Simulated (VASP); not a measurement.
Crystal: LiF.

```
F Li
1.0
     2.55953    0.00000    0.00000
     0.00000    2.55953    0.00000
     0.00000    0.00000    2.55953
F Li
1 1
Direct
  0.50000 0.50000 0.50000
  0.00000 0.00000 0.00000
```

```yaml
Program: VASP 6.6.1
Task: relaxation of cell and atoms
Functional: LDA
Potentials_or_basis: VASP PAW LDA potentials, release 64 (F, Li_sv)
Cutoff: 600 eV
k_mesh: 10 × 10 × 10
Occupations: gaussian, width 0.1 eV
Spin: no spin polarisation
```

At the start: pressure -8.3 GPa; volume 8.38 Å³/atom.

How do energy, volume and symmetry change on relaxing?

Over 4 steps the energy falls by 27.5 meV/atom and the volume is 7.42 Å³/atom (-11.4 %); space group Pm-3m (No. 221, to 0.05 Å).

The path:
```tsv
step	energy change (eV)	largest force (eV/Å)	pressure (GPa)	volume (Å³)
1	0.0000	0.0000	-8.26	16.77
2	-0.0418	0.0000	-4.55	15.74
3	-0.0549	0.0000	-0.51	14.94
4	-0.0550	0.0000	0.05	14.85
```

Final structure:
```
F Li
1.0
     2.45793    0.00000    0.00000
     0.00000    2.45793    0.00000
     0.00000    0.00000    2.45793
F Li
1 1
Direct
  0.50000 0.50000 0.50000
  0.00000 0.00000 0.00000
```

Caveat: the cutoff is under 1.25 times the usual one of these potentials, so pressure, stress and relaxed cells hold a basis-set (Pulay) error.
